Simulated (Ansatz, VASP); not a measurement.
# Hf: VASP beside Ansatz

```xyz
1
Lattice="-1.7766 1.7766 1.7766 1.7766 -1.7766 1.7766 1.7766 1.7766 -1.7766" Properties=species:S:1:pos:R:3 pbc="T T T"
Hf    0.0000    0.0000    0.0000
```

Alike in both runs: task single point; functional HSE06; k mesh 8 × 8 × 8; occupations gaussian, width 0.05 eV; no spin polarisation.

|  | VASP | Ansatz |
| --- | --- | --- |
| version | VASP 6.6.1 | Ansatz 0.2.0 |
| potentials or method | VASP PAW PBE potentials, release 64 (Hf_pv), cutoff 520 eV | scalar-relativistic, plane waves, PAW |
| valence electrons in the cell | 10 | 26 |

Ansatz gave:

| Property | Result |
| --- | --- |
| gap on the k mesh at the Fermi level (eV) | none |
| pressure (GPa) | 0.5 |

Q: Estimate VASP's values.

A: gap on the k mesh at the Fermi level (eV): none; pressure (GPa): -1.6.

A gap of «none» marks a metal or a gap that the smearing closes. VASP's potentials hold 10 valence electrons a cell and Ansatz's 26, so a difference there can come from the potentials and not from the codes. Ansatz's warnings: filled band counts differ across k points, stress exchange threshold loose, stress scf threshold loose.

Neither program's run includes spin-orbit coupling.
